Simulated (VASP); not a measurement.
Input of a VASP 6.6.1 run:

File INCAR:

```
PREC = Accurate ; ENCUT = 520
EDIFF = 1E-6 ; ISMEAR = -1
SIGMA = 0.05 ; LREAL = F
LASPH = T ; NELM = 100
ALGO = Normal ; ISIF = 2
LWAVE = F ; LCHARG = F
GGA = PE ; NBANDS = 20
```

The input KPOINTS:

```
regular mesh
0
Gamma
  11 11 11
```

File POSCAR:

```
Ga
1.0
    0.0000000000      2.8169826535      2.8169826535
    2.8169826535      0.0000000000      2.8169826535
    2.8169826535      2.8169826535      0.0000000000
Ga
2
Direct
   -0.1250000000     -0.1250000000     -0.1250000000
    0.1250000000      0.1250000000      0.1250000000
```

Potentials or basis: VASP PAW PBE potentials, release 64 (Ga_d).

Launch:

```sh
$ cat potpaw_PBE.64/Ga_d/POTCAR > POTCAR
$ mpirun -np 1 vasp_std > vasp.out
```

Estimate the band gap on the k mesh.

zero (band 13 reaches 6.55 eV, above the bottom of band 14 at 2.17 eV).

Predict the pressure.

6.4 GPa.
